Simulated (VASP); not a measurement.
# CuAu in VASP: a series of runs

The runs below take CuAu through single point, with PBE.

Program: VASP 6.6.1. These are calculated values, not measurements. Logs are shortened: lines on timing, memory, paths and dates and some standing lists are left out, and cuts for length are marked.

## (1) The cell of the first run

The structure is tetragonal, space group P4/mmm (No. 123). Conventional cell: a = 2.638 Å, b = 2.638 Å, c = 3.678 Å, α = 90.00°, β = 90.00°, γ = 90.00°. Cu (site symmetry 4/mmm) has 8 Au at 2.62 Å and 4 Cu at 2.64 Å within 3.5 Å. Au (site symmetry 4/mmm) has 8 Cu at 2.62 Å and 4 Au at 2.64 Å within 3.5 Å.

## (2) Single point, PBE (strained)

INCAR

```
PREC = Accurate ; ENCUT = 520
EDIFF = 1E-7 ; ISMEAR = 0
SIGMA = 0.1 ; LREAL = F
LASPH = T ; NELM = 60
ALGO = Fast ; ISIF = 2
LWAVE = F ; LCHARG = F
GGA = PE ; NBANDS = 18
```

KPOINTS

```
Automatic mesh
0
Gamma
  16 16 12
```

POSCAR

```
CuAu
1.0
    2.6379360000      0.0000000000      0.0000000000
    0.0000000000      2.6379360000      0.0000000000
    0.0000000000      0.0000000000      3.6777804000
Cu Au
1 1
Direct
    0.5000000000      0.5000000000      0.5000000000
    0.0000000000      0.0000000000      0.0000000000
```

Potentials or basis: VASP PAW PBE potentials, release 64 (Cu, Au).

On the command line:

```
cat potpaw_PBE.64/Cu/POTCAR potpaw_PBE.64/Au/POTCAR > POTCAR
mpirun -np 1 vasp_std > vasp.out
```

OUTCAR:

```text
PREC = Accurate
   ENCUT = 520
   EDIFF = 1E-7
   ISMEAR = 0
   LREAL = F
   LASPH = T
   NELM = 60
   ISIF = 2
   GGA = PE

 ion  position               nearest neighbor table
   1  0.500  0.500  0.500-   2 2.62   2 2.62   2 2.62   2 2.62   2 2.62   2 2.62   2 2.62   2 2.62

   2  0.000  0.000  0.000-   1 2.62   1 2.62   1 2.62   1 2.62   1 2.62   1 2.62   1 2.62   1 2.62

  LATTYP: Found a simple tetragonal cell.
 ALAT       =     2.6379360000
 C/A-ratio  =     1.3941886384

  Lattice vectors:

 A1 = (   2.6379360000,   0.0000000000,   0.0000000000)
 A2 = (   0.0000000000,   2.6379360000,   0.0000000000)
 A3 = (   0.0000000000,   0.0000000000,   3.6777804000)

Analysis of symmetry for initial positions (statically):
=====================================================================
 Subroutine PRICEL returns:
 Original cell was already a primitive cell.

 Routine SETGRP: Setting up the symmetry group for a
 simple tetragonal supercell.

 Subroutine GETGRP returns: Found 16 space group operations
 (whereof 16 operations were pure point group operations)
 out of a pool of 16 trial point group operations.

The static configuration has the point symmetry D_4h.

Analysis of symmetry for dynamics (positions and initial velocities):
=====================================================================
 Subroutine PRICEL returns:
 Original cell was already a primitive cell.

 Routine SETGRP: Setting up the symmetry group for a
 simple tetragonal supercell.

 Subroutine GETGRP returns: Found 16 space group operations
 (whereof 16 operations were pure point group operations)
 out of a pool of 16 trial point group operations.

The dynamic configuration has the point symmetry D_4h.

 Subroutine INISYM returns: Found 16 space group operations
 (whereof 16 operations are pure point group operations),
 and found     1 'primitive' translations

----------------------------------------------------------------------------------------

                                     Primitive cell

  volume of cell :      25.5926

  direct lattice vectors                    reciprocal lattice vectors
     2.637936000  0.000000000  0.000000000     0.379084254  0.000000000  0.000000000
     0.000000000  2.637936000  0.000000000     0.000000000  0.379084254  0.000000000
     0.000000000  0.000000000  3.677780400     0.000000000  0.000000000  0.271903129

  length of vectors
     2.637936000  2.637936000  3.677780400     0.379084254  0.379084254  0.271903129

  position of ions in fractional coordinates (direct lattice)
     0.500000000  0.500000000  0.500000000
     0.000000000  0.000000000  0.000000000

  ion indices of the primitive-cell ions
   primitive index   ion index
                 1           1
                 2           2

----------------------------------------------------------------------------------------

 KPOINTS: Automatic mesh

Automatic generation of k-mesh.
 Grid dimensions read from file:
 generate k-points for:   16   16   12

 Generating k-lattice:

  Cartesian coordinates                     Fractional coordinates (reciprocal lattice)
     0.023692766  0.000000000  0.000000000     0.062500000  0.000000000  0.000000000
     0.000000000  0.023692766  0.000000000     0.000000000  0.062500000  0.000000000
     0.000000000  0.000000000  0.022658594     0.000000000  0.000000000  0.083333333

  Length of vectors
     0.023692766  0.023692766  0.022658594

  Shift w.r.t. Gamma in fractional coordinates (k-lattice)
     0.000000000  0.000000000  0.000000000

 Subroutine IBZKPT returns following result:
 ===========================================

 Found    315 irreducible k-points:

 Following reciprocal coordinates:
            Coordinates               Weight
  0.000000  0.000000  0.000000      1.000000
  0.062500  0.000000  0.000000      4.000000
  0.125000  0.000000  0.000000      4.000000
  0.187500  0.000000  0.000000      4.000000
  0.250000  0.000000  0.000000      4.000000
  0.312500  0.000000  0.000000      4.000000
[... 16 lines left out ...]
  0.437500  0.125000  0.000000      8.000000
  0.500000  0.125000  0.000000      4.000000
 [... further k-points ...]
   k-points           NKPTS =    315   k-points in BZ     NKDIM =    315   number of bands    NBANDS=     18
   number of dos      NEDOS =    301   number of ions     NIONS =      2
   total plane-waves  NPLWV =  11200
   dimension x,y,z NGX =    20 NGY =   20 NGZ =   28
   dimension x,y,z NGXF=    40 NGYF=   40 NGZF=   56
   ions per type =               1   1
   NGX,Y,Z   is equivalent  to a cutoff of  12.60, 12.60, 12.66 a.u.
   NGXF,Y,Z  is equivalent  to a cutoff of  25.21, 25.21, 25.31 a.u.
 SYSTEM =  unknown system
   PREC   = accura    normal or accurate (medium, high low for compatibility)
   ISTART =      0    job   : 0-new  1-cont  2-samecut
   ICHARG =      2    charge: 1-file 2-atom 10-const
   ISPIN  =      1    spin polarized calculation?
   LNONCOLLINEAR =      F non collinear calculations
   LSORBIT =      F    spin-orbit coupling
   LASPH  =      T    aspherical Exc in radial PAW
   ENCUT  =  520.0 eV  38.22 Ry    6.18 a.u.   4.90  4.90  6.84*2*pi/ulx,y,z
   NELM   =     60;   NELMIN=  2; NELMDL= -5     # of ELM steps
   EDIFF  = 0.1E-06   stopping-criterion for ELM
   LREAL  =      F    real-space projection
   EDIFFG = 0.1E-05   stopping-criterion for IOM
   NSW    =      0    number of steps for IOM
   IBRION =     -1    ionic relax: 0-MD 1-quasi-New 2-CG
   NFREE  =      0    steps in history (QN), initial steepest desc. (CG)
   ISIF   =      2    stress and relaxation
   ISYM   =      2    0-nonsym 1-usesym 2-fastsym
   POTIM  = 0.5000    time-step for ionic-motion
   TEBEG  =    0.0;   TEEND  =   0.0 temperature during run
   PSTRESS=    0.0 pullay stress
   NELECT =      22.0000    total number of electrons
   NUPDOWN=      -1.0000    fix difference up-down
   EMIN   =  10.00;   EMAX   =-10.00  energy-range for DOS
   EFERMI =   0.00;   METHOD = LEGACY
   ISMEAR =     0;   SIGMA  =   0.10  broadening in eV -4-tet -1-fermi 0-gaus
   EFERMI_NEDOS =   21; number of points for ismear=-14 and -15
   IALGO  =     68    algorithm
   IMIX   =      4    mixing-type and parameters
     AMIX     =   0.40;   BMIX     =  1.00
     AMIX_MAG =   1.60;   BMIX_MAG =  1.00
  volume/ion in A,a.u.               =      12.80        86.35
  Fermi-wavevector in a.u.,A,eV,Ry     =   1.556602  2.941552 32.967056  2.423010
  Thomas-Fermi vector in A             =   2.660374
   LORBIT       =      0    0 simple, 1 ext, 2 COOP (PROOUT), +10 PAW based schemes
   GGA     = PE    functional components
   LHFCALC =     F    Hartree Fock is set to
   AEXX    =    0.0000 exact exchange contribution
   IVDW    =     0    specifies the selected vdW correction
   LEPSILON=     F    determine dielectric tensor
   LRPA    =     F    only Hartree local field effects (RPA)
 non-spin polarized calculation
 RMM-DIIS sequential band-by-band and
 Gauss-broadening in eV      SIGMA  =   0.10
  energy-cutoff  :      520.00
  volume of cell :       25.59
 maximum number of plane-waves:       704
 NGX is ok and might be reduce to    20
   NGX =  9   NGY =  9   NGZ = 13

 number of electron      22.0000036 magnetization

 Free energy of the ion-electron system (eV)
  ---------------------------------------------------
  ext. energy  EPLUGINS =         0.00000000
  ---------------------------------------------------
  free energy    TOTEN  =        -6.62558153 eV

  energy without entropy =       -6.62316095  energy(sigma->0) =       -6.62437124

 E-fermi :  10.8389     XC(G=0): -13.4362

 val. band max:       10.8362336285   @ k =   0.4375   0.1250   0.5000
 cond. band min:      10.8471814375   @ k =   0.3125   0.1875   0.5000
 fundamental gap:      0.0109478090
 Fermi energy:        10.8389100073

 k-point     1 :       0.0000    0.0000    0.0000
  band No.  band energies     occupation
      1      -0.2886      2.00000
      2       2.8976      2.00000
      3       3.1315      2.00000
      4       6.2977      2.00000
      5       6.2977      2.00000
      6       7.3355      2.00000
[... 10 lines left out ...]
     17      29.3219      0.00000
     18      30.0030      0.00000

 k-point     2 :       0.0625    0.0000    0.0000
  band No.  band energies     occupation
      1      -0.1803      2.00000
      2       2.9621      2.00000
      3       3.1971      2.00000
      4       6.2111      2.00000
      5       6.3243      2.00000
      6       7.3570      2.00000
[... 10 lines left out ...]
     17      29.2589      0.00000
     18      30.6794      0.00000

 k-point     3 :       0.1250    0.0000    0.0000
  band No.  band energies     occupation
      1       0.1340      2.00000
      2       3.1139      2.00000
      3       3.4282      2.00000
      4       5.9590      2.00000
      5       6.4027      2.00000
      6       7.4114      2.00000
[... 10 lines left out ...]
     17      28.5633      0.00000
     18      31.8222      0.00000

 k-point     4 :       0.1875    0.0000    0.0000
  band No.  band energies     occupation
      1       0.6223      2.00000
      2       3.3046      2.00000
      3       3.8474      2.00000
      4       5.5781      2.00000
      5       6.5284      2.00000
      6       7.3099      2.00000
[... 375 lines left out ...]
      4       4.9520      2.00000
      5       6.0878      2.00000
      6       6.6157      2.00000
[... 10 lines left out ...]
     17      25.5039      0.00000
     18      28.8438      0.00000

 k-point    23 :       0.4375    0.1250    0.0000
  band No.  band energies     occupation
      1       3.3998      2.00000
      2       4.1605      2.00000
      3       4.5500      2.00000
      4       4.8039      2.00000
      5       6.0717      2.00000
      6       6.7396      2.00000
[... 10 lines left out ...]
     17      25.6715      0.00000
     18      27.6704      0.00000

 k-point    24 :       0.5000    0.1250    0.0000
  band No.  band energies     occupation
      1       3.6054      2.00000
      2       4.0889      2.00000
      3       4.6633      2.00000
      4       4.6683      2.00000
      5       6.0649      2.00000
      6       6.7683      2.00000
[... 10 lines left out ...]
     17      26.0578      0.00000
     18      27.0664      0.00000

 [... further k-points ...]
[... 5 lines left out ...]
  --------------------------------------------------------------------------------------
  -------------------------------------------------------------------------------------
  Total        6.1304634      6.1304634      4.8378704      0.0000000      0.0000000      0.0000000
  in kB      383.7863998    383.7863998    302.8659939      0.0000000      0.0000000      0.0000000
  external PRESSURE =     356.8129311 kB  Pullay stress =       0.0000000 kB

 VOLUME and BASIS-vectors are now :
 -----------------------------------------------------------------------------
  energy-cutoff  :      520.00
  volume of cell :       25.59
      direct lattice vectors                 reciprocal lattice vectors
     2.637936000  0.000000000  0.000000000     0.379084254  0.000000000  0.000000000
     0.000000000  2.637936000  0.000000000     0.000000000  0.379084254  0.000000000
     0.000000000  0.000000000  3.677780400     0.000000000  0.000000000  0.271903129

 POSITION                                       TOTAL-FORCE (eV/Angst)
 -----------------------------------------------------------------------------------
      1.31897      1.31897      1.83889         0.000000      0.000000      0.000000
      0.00000      0.00000      0.00000         0.000000      0.000000      0.000000
 -----------------------------------------------------------------------------------
    total drift:                               -0.000000      0.000000      0.000000

  FREE ENERGIE OF THE ION-ELECTRON SYSTEM (eV)
  ---------------------------------------------------
  free  energy   TOTEN  =        -6.6255815305 eV

  energy  without entropy=       -6.6231609516  energy(sigma->0) =       -6.62437124
```

Wall time 2.4 min (1 thread of Intel Xeon Platinum 8488C (Sapphire Rapids), shared host); peak memory 0.25 GiB.

What came out:

```yaml
Free_energy: -6.6256 eV
Pressure: 35.7 GPa
Band_gap_on_the_k_mesh: zero (band 11 reaches 16.75 eV, above the bottom of band 12 at 8.64 eV)
```

Stress tensor (GPa, compression positive):
```
38.38  0.00  0.00
 0.00 38.38  0.00
 0.00  0.00 30.29
```

Caveat: the cell differs from its parent crystal (strained); spin-orbit coupling is left out, which moves the levels of the heavy elements.

## (3) Single point, PBE (atoms moved at random and the cell strained at random)

INCAR

```
PREC = Accurate
ENCUT = 520
EDIFF = 1E-6
ISMEAR = 0
SIGMA = 0.1
LREAL = F
LASPH = T
NELM = 80
ALGO = Fast
ISIF = 2
LWAVE = F
LCHARG = F
GGA = PE
NBANDS = 18
```

KPOINTS

```
Automatic mesh
0
Gamma
  14 14 10
```

POSCAR

```
CuAu
1.0
    2.8224840000      0.0046480000     -0.0433440000
    0.0046480000      2.7128640000      0.0191520000
   -0.0568116000      0.0251028000      3.5128873000
Cu Au
1 1
Direct
    0.4869714286      0.5170071429      0.4996621253
    0.0130285714     -0.0170071429      0.0003378747
```

Potentials or basis: VASP PAW PBE potentials, release 64 (Cu, Au).

On the command line:

```
cat potpaw_PBE.64/Cu/POTCAR potpaw_PBE.64/Au/POTCAR > POTCAR
mpirun -np 1 vasp_std > vasp.out
```

OUTCAR:

```text
PREC = Accurate
   ENCUT = 520
   EDIFF = 1E-6
   ISMEAR = 0
   LREAL = F
   LASPH = T
   NELM = 80
   ISIF = 2
   GGA = PE

 ion  position               nearest neighbor table
   1  0.487  0.517  0.500-   2 2.50   2 2.59   2 2.61   2 2.63   2 2.64   2 2.66   2 2.67   2 2.76

   2  0.013  0.983  0.000-   1 2.50   1 2.59   1 2.61   1 2.63   1 2.64   1 2.66   1 2.67   1 2.76

  LATTYP: Found a triclinic cell.
 ALAT       =     6.5057492875
 B/A-ratio  =     0.9388761915
 C/A-ratio  =     1.4316544225
 COS(alpha) =     0.0004140126
 COS(beta)  =     0.6528433947
 COS(gamma) =     0.7542709040

  Lattice vectors:

 A1 = (   0.0475156000,  -5.4508308000,  -3.5511913000)
 A2 = (   2.8131880000,  -5.4210800000,  -0.0816480000)
 A3 = (  -5.5359928000,  -2.7723656000,  -6.9582386000)

Analysis of symmetry for initial positions (statically):
=====================================================================
 Subroutine PRICEL returns:
 Original cell was already a primitive cell.

 Routine SETGRP: Setting up the symmetry group for a
 triclinic supercell.

[... 160 lines left out ...]
 Free energy of the ion-electron system (eV)
  ---------------------------------------------------
  ext. energy  EPLUGINS =         0.00000000
  ---------------------------------------------------
  free energy    TOTEN  =        -6.82660102 eV

  energy without entropy =       -6.82351668  energy(sigma->0) =       -6.82505885

 E-fermi :  10.0117     XC(G=0): -13.1343

 val. band max:       10.0093078202   @ k =   0.2857   0.5000   0.1000
 cond. band min:      10.0147642966   @ k =   0.0000   0.4286   0.4000
 fundamental gap:      0.0054564764
 Fermi energy:        10.0116623472

 k-point     1 :       0.0000    0.0000    0.0000
  band No.  band energies     occupation
      1      -0.5695      2.00000
      2       2.7062      2.00000
      3       2.9262      2.00000
      4       5.3254      2.00000
      5       5.6702      2.00000
      6       6.6718      2.00000
[... 481 lines left out ...]
      5       5.5331      2.00000
      6       6.3326      2.00000
[... 10 lines left out ...]
     17      28.0611      0.00000
     18      30.2667      0.00000

 [... further k-points ...]
[... 5 lines left out ...]
  --------------------------------------------------------------------------------------
  -------------------------------------------------------------------------------------
  Total        3.3673680      4.0398549      3.8145159     -0.1892681     -0.2687859      0.6008052
  in kB      200.6358838    240.7042702    227.2780298    -11.2770474    -16.0149088     35.7974173
  external PRESSURE =     222.8727279 kB  Pullay stress =       0.0000000 kB

 VOLUME and BASIS-vectors are now :
 -----------------------------------------------------------------------------
  energy-cutoff  :      520.00
  volume of cell :       26.89
      direct lattice vectors                 reciprocal lattice vectors
     2.822484000  0.004648000 -0.043344000     0.354386996 -0.000647671  0.005735894
     0.004648000  2.712864000  0.019152000    -0.000647671  0.368633909 -0.002644702
    -0.056811600  0.025102800  3.512887300     0.004376159 -0.002017756  0.284751312

 POSITION                                       TOTAL-FORCE (eV/Angst)
 -----------------------------------------------------------------------------------
      1.34849      1.41738      1.74405         0.462985     -0.509049      0.153849
      0.04132      2.66679      0.01945        -0.462985      0.509049     -0.153849
 -----------------------------------------------------------------------------------
    total drift:                               -0.000706      0.000192     -0.000206

  FREE ENERGIE OF THE ION-ELECTRON SYSTEM (eV)
  ---------------------------------------------------
  free  energy   TOTEN  =        -6.8266010181 eV

  energy  without entropy=       -6.8235166823  energy(sigma->0) =       -6.82505885
```

stdout:

```text
POSCAR found type information on POSCAR CuAu
 POSCAR found :  2 types and       2 ions
 scaLAPACK will be used
 LDA part: xc-table for (Slater+PW92), standard interpolation
 POSCAR, INCAR and KPOINTS ok, starting setup
 FFT: planning ... GRIDC
 FFT: planning ... GRID_SOFT
 FFT: planning ... GRID
 WAVECAR not read
 entering main loop
WARNING in EDDRMM: call to ZHEGV failed, returncode =   6  3     18
WARNING in EDDRMM: call to ZHEGV failed, returncode =   6  3     16
WARNING in EDDRMM: call to ZHEGV failed, returncode =   6  3     18
WARNING in EDDRMM: call to ZHEGV failed, returncode =   6  3     15
```

Run time: 4.6 min. Hardware: 1 thread of Intel Xeon Platinum 8488C (Sapphire Rapids), shared host; peak memory 0.55 GiB.

What came out:

| Property | Result |
| --- | --- |
| Free energy | -6.8266 eV |
| Pressure | 22.3 GPa |
| Largest force | 0.705 eV/Å |
| Band gap on the k mesh | zero (band 11 reaches 15.18 eV, above the bottom of band 12 at 7.79 eV) |

Forces in eV/Å, atoms in the order of the input:
```
Cu   0.463 -0.509  0.154
Au  -0.463  0.509 -0.154
```

Stress tensor (GPa, compression positive):
```
20.06 -1.13  3.58
-1.13 24.07 -1.60
 3.58 -1.60 22.73
```

Caveat: the cell differs from its parent crystal (atoms moved at random and the cell strained at random); spin-orbit coupling is left out, which moves the levels of the heavy elements.
